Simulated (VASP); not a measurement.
# Sn2As (P-31m) in VASP: a series of runs, part 2 of 3

VASP 6.6.1.

### 3 Single point, PBE

This run uses another cell than the first one, of 29.33 Å³/atom.

Input file INCAR:

```
  PREC = Accurate
  ENCUT = 520
  EDIFF = 1E-6
  ISMEAR = 0
  SIGMA = 0.1
  LREAL = F
  LASPH = T
  NELM = 80
  ALGO = Fast
  ISIF = 2
  LWAVE = F
  LCHARG = F
  GGA = PE
  NBANDS = 60
```

Input file KPOINTS:

```
Automatic mesh
0
Gamma
  3 3 4
```

Input file POSCAR:

```
Sn2As
1.0
    7.2279321958     -0.0000000001      0.0000000000
   -3.6139660978      6.2595728984      0.0000000000
    0.0000000000      0.0000000000      5.8351767183
Sn As
6 3
Direct
    0.3659190530      0.0000000000      0.2009713495
    0.0000000000      0.3659190530      0.2009713495
    0.6340809470      0.6340809470      0.2009713495
    0.0000000000      0.6340809470      0.7990286505
    0.6340809470      0.0000000000      0.7990286505
    0.3659190530      0.3659190530      0.7990286505
    0.3333333333      0.6666666667      0.5000000000
    0.6666666667      0.3333333333      0.5000000000
    0.0000000000      0.0000000000      0.0000000000
```

Potentials or basis: VASP PAW PBE potentials, release 64 (Sn_d, As).

Run with:

```console
$ cat potpaw_PBE.64/Sn_d/POTCAR potpaw_PBE.64/As/POTCAR > POTCAR
$ mpirun -np 1 vasp_std > vasp.out
```

OUTCAR:

```text
PREC = Accurate
   ENCUT = 520
   EDIFF = 1E-6
   ISMEAR = 0
   LREAL = F
   LASPH = T
   NELM = 80
   ISIF = 2
   GGA = PE

 ion  position               nearest neighbor table
   1  0.366  0.000  0.201-   7 2.89   8 2.89   9 2.89   5 3.04   6 3.53   4 3.53
   2  0.000  0.366  0.201-   8 2.89   7 2.89   9 2.89   4 3.04   5 3.53   6 3.53
   3  0.634  0.634  0.201-   8 2.89   7 2.89   9 2.89   6 3.04   5 3.53   4 3.53
   4  0.000  0.634  0.799-   7 2.89   8 2.89   9 2.89   2 3.04   1 3.53   3 3.53
   5  0.634  0.000  0.799-   8 2.89   7 2.89   9 2.89   1 3.04   3 3.53   2 3.53
   6  0.366  0.366  0.799-   7 2.89   8 2.89   9 2.89   3 3.04   1 3.53   2 3.53
[... 834 lines left out ...]
  external PRESSURE =       1.3133818 kB  Pullay stress =       0.0000000 kB

 VOLUME and BASIS-vectors are now :
 -----------------------------------------------------------------------------
  energy-cutoff  :      520.00
  volume of cell :      264.01
      direct lattice vectors                 reciprocal lattice vectors
     7.227932196 -0.000000000  0.000000000     0.138352156  0.079877654  0.000000000
    -3.613966098  6.259572898  0.000000000     0.000000000  0.159755309  0.000000000
     0.000000000  0.000000000  5.835176718     0.000000000  0.000000000  0.171374416

 POSITION                                       TOTAL-FORCE (eV/Angst)
 -----------------------------------------------------------------------------------
      2.64484     -0.00000      1.17270         0.004424     -0.000000     -0.004531
     -1.32242      2.29050      1.17270        -0.002212      0.003831     -0.004531
      2.29155      3.96908      1.17270        -0.002212     -0.003831     -0.004531
     -2.29155      3.96908      4.66247         0.002212     -0.003831      0.004531
      4.58309     -0.00000      4.66247        -0.004424      0.000000      0.004531
      1.32242      2.29050      4.66247         0.002212      0.003831      0.004531
     -0.00000      4.17305      2.91759        -0.000000      0.000000      0.000000
      3.61397      2.08652      2.91759        -0.000000      0.000000      0.000000
      0.00000      0.00000      0.00000        -0.000000      0.000000      0.000000
 -----------------------------------------------------------------------------------
    total drift:                                0.000000     -0.000000      0.000000

  FREE ENERGIE OF THE ION-ELECTRON SYSTEM (eV)
  ---------------------------------------------------
  free  energy   TOTEN  =       -36.1524246982 eV

  energy  without entropy=      -36.1339847989  energy(sigma->0) =      -36.14320475
```

OSZICAR:

```text
N       E                     dE             d eps       ncg     rms          rms(c)
DAV:   1     0.110049960423E+04    0.11005E+04   -0.46493E+04  1276   0.222E+03
DAV:   2     0.151411921943E+03   -0.94909E+03   -0.92655E+03  1200   0.646E+02
DAV:   3    -0.231085786588E+02   -0.17452E+03   -0.16895E+03  1328   0.218E+02
DAV:   4    -0.360507827038E+02   -0.12942E+02   -0.12669E+02  1420   0.591E+01
DAV:   5    -0.365063020399E+02   -0.45552E+00   -0.45319E+00  1404   0.115E+01    0.511E+00
RMM:   6    -0.361597296765E+02    0.34657E+00   -0.69108E-01  1420   0.325E+00    0.299E+00
RMM:   7    -0.361545790053E+02    0.51507E-02   -0.45375E-01  1471   0.204E+00    0.103E+00
RMM:   8    -0.361509626511E+02    0.36164E-02   -0.76749E-02  1493   0.162E+00    0.172E-01
RMM:   9    -0.361518555248E+02   -0.89287E-03   -0.33997E-02  1819   0.909E-01    0.177E-01
RMM:  10    -0.361523228015E+02   -0.46728E-03   -0.62468E-03  1992   0.408E-01    0.111E-01
RMM:  11    -0.361524497823E+02   -0.12698E-03   -0.14311E-03  1508   0.157E-01    0.533E-02
RMM:  12    -0.361524270165E+02    0.22766E-04   -0.36056E-04  1961   0.944E-02    0.142E-02
RMM:  13    -0.361524253643E+02    0.16522E-05   -0.70399E-05  1770   0.333E-02    0.706E-03
RMM:  14    -0.361524249660E+02    0.39827E-06   -0.13653E-05  1351   0.165E-02    0.346E-03
RMM:  15    -0.361524246982E+02    0.26785E-06   -0.45355E-06  1161   0.970E-03
   1 F= -.36152425E+02 E0= -.36143205E+02  d E =-.184399E-01
```

stdout:

```text
POSCAR found type information on POSCAR SnAs
 POSCAR found :  2 types and       9 ions
 scaLAPACK will be used
 LDA part: xc-table for (Slater+PW92), standard interpolation
 POSCAR, INCAR and KPOINTS ok, starting setup
 FFT: planning ... GRIDC
 FFT: planning ... GRID_SOFT
 FFT: planning ... GRID
 WAVECAR not read
 entering main loop
```

Run time: 1.8 min. Hardware: 1 thread of Intel Xeon 6975P-C (Granite Rapids), shared host; peak memory 0.42 GiB.

What came out:

```
Free energy            : -36.1524 eV
Pressure               : 0.1 GPa
Largest force          : 0.006 eV/Å
Band gap on the k mesh : zero (an odd number of electrons rules out a gap without spin polarisation)
```

Forces in eV/Å, atoms in the order of the input:
```
Sn   0.004  0.000 -0.005
Sn  -0.002  0.004 -0.005
Sn  -0.002 -0.004 -0.005
Sn   0.002 -0.004  0.005
Sn  -0.004  0.000  0.005
Sn   0.002  0.004  0.005
As   0.000  0.000  0.000
As   0.000  0.000  0.000
As   0.000  0.000  0.000
```

Stress tensor (GPa, compression positive):
```
0.19 0.00 0.00
0.00 0.19 0.00
0.00 0.00 0.01
```

Caveat: spin-orbit coupling is left out, which moves the levels of the heavy elements.

### 4 Relaxation of cell and atoms, PBE

Input file INCAR:

```
SYSTEM = Sn2As
  PREC = Accurate
  ENCUT = 600
  EDIFF = 1E-6
  ISMEAR = 0
  SIGMA = 0.1
  LREAL = .False.
  LASPH = .True.
  NELM = 60
  ALGO = Fast
  ISIF = 3
  LWAVE = .False.
  LCHARG = .False.
  GGA = PE
  IBRION = 2
  NSW = 90
  EDIFFG = -0.04
```

Input file KPOINTS:

```
regular mesh
0
Gamma
  3 3 4
  0 0 0
```

Input file POSCAR:

```
Sn2As
1.0
    6.4514627434      0.0000000000      0.0000000000
   -3.2257313716      5.5871306272      0.0000000000
    0.0000000000      0.0000000000      6.0040508327
Sn As
6 3
Direct
    0.3330500000      0.0000000000      0.2491000000
    0.0000000000      0.3330500000      0.2491000000
    0.6669500000      0.6669500000      0.2491000000
    0.0000000000      0.6669500000      0.7509000000
    0.6669500000      0.0000000000      0.7509000000
    0.3330500000      0.3330500000      0.7509000000
    0.3333333333      0.6666666667      0.5000000000
    0.6666666667      0.3333333333      0.5000000000
    0.0000000000      0.0000000000      0.0000000000
```

Potentials or basis: VASP PAW PBE potentials, release 64 (Sn_d, As).

Run with:

```console
$ cat potpaw_PBE.64/Sn_d/POTCAR potpaw_PBE.64/As/POTCAR > POTCAR
$ mpirun -np 1 vasp_std > vasp.out
```

OUTCAR:

```text
SYSTEM = Sn2As
   PREC = Accurate
   ENCUT = 600
   EDIFF = 1E-6
   ISMEAR = 0
   LREAL = .False.
   LASPH = .True.
   NELM = 60
   ISIF = 3
   GGA = PE
   IBRION = 2
   NSW = 90
   EDIFFG = -0.04

 ion  position               nearest neighbor table
   1  0.333  0.000  0.249-   9 2.62   7 2.63   8 2.63   6 3.68   4 3.68   5 3.69   6 3.70   4 3.70
                             5 3.70   2 3.72   3 3.72   2 3.73   3 3.73   3 3.73   2 3.73
   2  0.000  0.333  0.249-   9 2.62   8 2.63   7 2.63   5 3.68   6 3.68   4 3.69   5 3.70   6 3.70
                             4 3.70   3 3.72   1 3.72   1 3.73   3 3.73   3 3.73   1 3.73
   3  0.667  0.667  0.249-   9 2.62   8 2.63   7 2.63   5 3.68   4 3.68   6 3.69   5 3.70   4 3.70
                             6 3.70   2 3.72   1 3.72   1 3.73   2 3.73   1 3.73   2 3.73
   4  0.000  0.667  0.751-   9 2.62   7 2.63   8 2.63   1 3.68   3 3.68   2 3.69   1 3.70   3 3.70
                             2 3.70   6 3.72   5 3.72   5 3.73   6 3.73   6 3.73   5 3.73
   5  0.667  0.000  0.751-   9 2.62   8 2.63   7 2.63   3 3.68   2 3.68   1 3.69   3 3.70   2 3.70
                             1 3.70   4 3.72   6 3.72   4 3.73   6 3.73   6 3.73   4 3.73
   6  0.333  0.333  0.751-   9 2.62   7 2.63   8 2.63   1 3.68   2 3.68   3 3.69   1 3.70   2 3.70
                             3 3.70   4 3.72   5 3.72   5 3.73   4 3.73   5 3.73   4 3.73
   7  0.333  0.667  0.500-   1 2.63   4 2.63   2 2.63   5 2.63   6 2.63   3 2.63
   8  0.667  0.333  0.500-   5 2.63   2 2.63   4 2.63   1 2.63   3 2.63   6 2.63
   9  0.000  0.000  0.000-   2 2.62   4 2.62   3 2.62   6 2.62   5 2.62   1 2.62

  LATTYP: Found a hexagonal cell.
 ALAT       =     6.4514627434
 C/A-ratio  =     0.9306495397

  Lattice vectors:

 A1 = (   6.4514627434,   0.0000000000,   0.0000000000)
 A2 = (  -3.2257313716,   5.5871306272,   0.0000000000)
 A3 = (   0.0000000000,   0.0000000000,   6.0040508327)

Analysis of symmetry for initial positions (statically):
=====================================================================
 Subroutine PRICEL returns:
 Original cell was already a primitive cell.

 Routine SETGRP: Setting up the symmetry group for a
 hexagonal supercell.

 Subroutine GETGRP returns: Found 12 space group operations
 (whereof 12 operations were pure point group operations)
 out of a pool of 24 trial point group operations.

[... 123 lines left out ...]
   PSTRESS=    0.0 pullay stress
   NELECT =      99.0000    total number of electrons
   NUPDOWN=      -1.0000    fix difference up-down
   EMIN   =  10.00;   EMAX   =-10.00  energy-range for DOS
   EFERMI =   0.00;   METHOD = LEGACY
   ISMEAR =     0;   SIGMA  =   0.10  broadening in eV -4-tet -1-fermi 0-gaus
   EFERMI_NEDOS =   21; number of points for ismear=-14 and -15
   IALGO  =     68    algorithm
   IMIX   =      4    mixing-type and parameters
     AMIX     =   0.40;   BMIX     =  1.00
     AMIX_MAG =   1.60;   BMIX_MAG =  1.00
  volume/ion in A,a.u.               =      24.05       162.27
  Fermi-wavevector in a.u.,A,eV,Ry     =   1.261410  2.383718 21.648964  1.591154
  Thomas-Fermi vector in A             =   2.394870
   LORBIT       =      0    0 simple, 1 ext, 2 COOP (PROOUT), +10 PAW based schemes
   GGA     = PE    functional components
   LHFCALC =     F    Hartree Fock is set to
   AEXX    =    0.0000 exact exchange contribution
   IVDW    =     0    specifies the selected vdW correction
   LEPSILON=     F    determine dielectric tensor
   LRPA    =     F    only Hartree local field effects (RPA)
 conjugate gradient relaxation of ions
 non-spin polarized calculation
 RMM-DIIS sequential band-by-band and
 Gauss-broadening in eV      SIGMA  =   0.10
  energy-cutoff  :      600.00
  volume of cell :      216.42
 maximum number of plane-waves:      7248
 NGX is ok and might be reduce to    54
   NGX = 25   NGY = 25   NGZ = 23

--------------------------------------- Ionic step        1  -------------------------------------------

 number of electron      99.0000031 magnetization

 Free energy of the ion-electron system (eV)
  ---------------------------------------------------
  ext. energy  EPLUGINS =         0.00000000
  ---------------------------------------------------
  free energy    TOTEN  =       -32.32328256 eV

  energy without entropy =      -32.29207057  energy(sigma->0) =      -32.30767656

 E-fermi :   7.9914     XC(G=0): -10.3537

 val. band max:        7.9779095998   @ k =   0.3333  -0.0000   0.5000
 cond. band min:       8.0633841683   @ k =   0.3333   0.3333   0.5000
 fundamental gap:      0.0854745685
 Fermi energy:         7.9913574991
[... 1367 lines left out ...]
  FREE ENERGIE OF THE ION-ELECTRON SYSTEM (eV)
  ---------------------------------------------------
  free  energy   TOTEN  =       -34.9215169025 eV

  energy  without entropy=      -34.8892527501  energy(sigma->0) =      -34.90538483

[... ionic steps 4 to 12 ...]

--------------------------------------- Ionic step       13  -------------------------------------------

 number of electron      98.9999990 magnetization

------------------------ aborting loop because EDIFF is reached ----------------------------------------
[... 81 lines left out ...]
--------------------------------------- Ionic step       15  -------------------------------------------

 number of electron      99.0000008 magnetization

 Free energy of the ion-electron system (eV)
  ---------------------------------------------------
  ext. energy  EPLUGINS =         0.00000000
  ---------------------------------------------------
  free energy    TOTEN  =       -36.14213111 eV

  energy without entropy =      -36.12273571  energy(sigma->0) =      -36.13243341

 E-fermi :   5.7192     XC(G=0):  -9.3733

 val. band max:        5.6430876310   @ k =   0.0000   0.0000   0.2500
 cond. band min:       5.7874221955   @ k =   0.3333  -0.0000   0.2500
 fundamental gap:      0.1443345644
 Fermi energy:         5.7192146764
[... 654 lines left out ...]
  FREE ENERGIE OF THE ION-ELECTRON SYSTEM (eV)
  ---------------------------------------------------
  free  energy   TOTEN  =       -36.1421311065 eV

  energy  without entropy=      -36.1227357112  energy(sigma->0) =      -36.13243341

 reached required accuracy - stopping structural energy minimisation
```

Run time: 23 min. Hardware: 1 thread of Intel Xeon 6975P-C (Granite Rapids), shared host; peak memory 0.46 GiB.

Results:

```
Free energy                           : -36.1421 eV
Relaxed volume                        : 29.52 Å³/atom
Relaxed cell                          : a = 7.269 Å, b = 7.269 Å, c = 5.807 Å, α = 90.00°, β = 90.00°, γ = 120.00°
Space group after relaxing (to 0.1 Å) : P-31m (No. 162)
Energy gained by relaxing             : 424.3 meV/atom
Ionic steps                           : 15
Pressure after relaxing               : -0.1 GPa
Largest force after relaxing          : 0.036 eV/Å
Band gap on the k mesh                : zero (an odd number of electrons rules out a gap without spin polarisation)
```

Forces on the atoms (eV/Å):
```
Sn  -0.033  0.000 -0.014
Sn   0.016 -0.028 -0.014
Sn   0.016  0.028 -0.014
Sn  -0.016  0.028  0.014
Sn   0.033  0.000  0.014
Sn  -0.016 -0.028  0.014
As   0.000  0.000  0.000
As   0.000  0.000  0.000
As   0.000  0.000  0.000
```

Step by step:
```csv
step,energy change (eV),largest force (eV/Å),pressure (GPa),volume (Å³)
1,0.0000,0.9935,16.80,216.42
2,-2.2456,0.4330,-3.49,305.34
3,-2.5982,0.4907,-0.12,274.69
4,-2.5982,0.4841,-0.30,275.95
5,-2.6823,0.5397,-0.35,275.43
6,-2.9682,0.6182,-0.45,273.76
7,-3.5032,0.6373,-0.37,269.90
8,-2.6733,1.8826,2.81,260.02
9,-3.5877,0.6822,-0.11,268.27
10,-3.6383,0.6320,0.31,265.66
11,-3.6477,0.6378,0.11,266.49
12,-3.7225,0.4265,0.02,266.56
13,-3.7245,0.4085,-0.04,266.57
14,-3.7797,0.2656,-0.07,266.24
15,-3.8188,0.0358,-0.12,265.68
```

Final structure:
```yaml
crystal:
  lattice:
    - [7.26856, 0.00000, 0.00000]
    - [-3.63428, 6.29475, 0.00000]
    - [0.00000, 0.00000, 5.80674]
  atoms:
    - { symbol: Sn, position: [0.36644, 0.00000, 0.20122] }
    - { symbol: Sn, position: [0.00000, 0.36644, 0.20122] }
    - { symbol: Sn, position: [0.63356, 0.63356, 0.20122] }
    - { symbol: Sn, position: [0.00000, 0.63356, 0.79878] }
    - { symbol: Sn, position: [0.63356, 0.00000, 0.79878] }
    - { symbol: Sn, position: [0.36644, 0.36644, 0.79878] }
    - { symbol: As, position: [0.33333, 0.66667, 0.50000] }
    - { symbol: As, position: [0.66667, 0.33333, 0.50000] }
    - { symbol: As, position: [0.00000, 0.00000, 0.00000] }
```

Levels at points of the mesh, in eV from the Fermi level:
| k point | band 45 | band 46 | band 47 | band 48 | band 49 | band 50 | band 51 | band 52 | band 53 | band 54 |
| --- | --- | --- | --- | --- | --- | --- | --- | --- | --- | --- |
| (0.00, 0.00, 0.00) | -2.47 | -1.86 | -1.86 | -1.46 | -1.29 | -0.82 | -0.82 | 1.19 | 1.19 | 1.40 |
| (0.00, 0.00, 0.50) | -1.66 | -1.14 | 0.22 | 0.22 | 0.56 | 0.56 | 0.76 | 2.01 | 2.20 | 2.40 |

Caveat: the k points lie up to 0.33 Å⁻¹ apart in the final cell, too coarse for converged energies and pressures of a metal; the volume moved by over 15 % at a fixed basis, so the end points are rough; spin-orbit coupling is left out, which moves the levels of the heavy elements.

(Continued in part 3 of 3.)

The gap in the log of VASP goes by the Fermi energy; the results here count the filled bands.